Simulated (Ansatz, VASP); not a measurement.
**One calculation of NaCaI3, two programs**

Contents of POSCAR:

```
NaCaI3
1.0
    6.0646387483      0.0000000000      0.0000000000
    0.0000000000      6.0646387483      0.0000000000
    0.0000000000      0.0000000000      6.0646387483
Na Ca I
1 1 3
Direct
    0.0000000000      0.0000000000      0.0000000000
    0.5000000000      0.5000000000      0.5000000000
    0.5000000000      0.5000000000      0.0000000000
    0.5000000000      0.0000000000      0.5000000000
    0.0000000000      0.5000000000      0.5000000000
```

Contents of INCAR.step1:

```
PREC = Accurate ; ENCUT = 520
EDIFF = 1E-5 ; ISMEAR = 0
SIGMA = 0.01 ; LREAL = F
LASPH = T ; NELM = 80
ALGO = Normal ; ISIF = 2
LWAVE = T ; LCHARG = F
GGA = PE ; NBANDS = 27
```

INCAR.step2

```
PREC = Accurate ; ENCUT = 520
EDIFF = 1E-6 ; ISMEAR = 0
SIGMA = 0.01 ; LREAL = F
LASPH = T ; NELM = 80
ALGO = Normal ; ISIF = 2
LWAVE = F ; LCHARG = F
GGA = PE ; LHFCALC = T
HFSCREEN = 0.2079 ; PRECFOCK = Fast
ISTART = 1 ; NBANDS = 27
```

File KPOINTS:

```
Automatic mesh
0
Gamma
  2 2 2
```

Input for Ansatz:

```yaml
crystal:
  lattice:
    - [6.0646387483, 0.0, 0.0]
    - [0.0, 6.0646387483, 0.0]
    - [0.0, 0.0, 6.0646387483]
  atoms:
    - { symbol: Na, position: [0.0, 0.0, 0.0] }
    - { symbol: Ca, position: [0.5, 0.5, 0.5] }
    - { symbol: I, position: [0.5, 0.5, 0.0] }
    - { symbol: I, position: [0.5, 0.0, 0.5] }
    - { symbol: I, position: [0.0, 0.5, 0.5] }
kpoints:
  mp_grid: { grid: [2, 2, 2] }
  band_path:
    path: [[0.0, 0.0, 0.0], [0.0, 0.5, 0.0], [0.5, 0.5, 0.0], [0.5, 0.5, 0.5]]
    npoints: 1
hamiltonian:
  xc: hse06
scf:
  occupations: { method: fixed }
  n_extra_bands: 5
output:
  forces: true
  stress: true
  eigenvalues: true
```

Change from the starting cell: hydrostatic strain -1.0%.

Alike in both runs: task single point; functional HSE06; k mesh 2 × 2 × 2; no spin polarisation.

|  | VASP | Ansatz |
| --- | --- | --- |
| version | VASP 6.6.1 | Ansatz 0.2.0 |
| potentials or method | VASP PAW PBE potentials, release 64 (Na_pv, Ca_sv, I) | plane waves, PAW |
| plane-wave cutoff (eV) | 520 | 420 |
| occupations | gaussian, width 0.01 eV | fixed |
| valence electrons in the cell | 38 | 70 |

|  | VASP | Ansatz | Ansatz less VASP |
| --- | --- | --- | --- |
| gap on the k mesh at the Fermi level (eV) | 3.33 | 3.33 | -0.003 |
| pressure (GPa) | 0.8 | 0.7 | -0.01 |

VASP's potentials hold 38 valence electrons a cell and Ansatz's 70, so a difference there can come from the potentials and not from the codes. Ansatz's warnings: stress exchange threshold loose, stress scf threshold loose.

The k mesh is coarse, so the values compare programs but aren't converged. Spin-orbit coupling is off throughout.
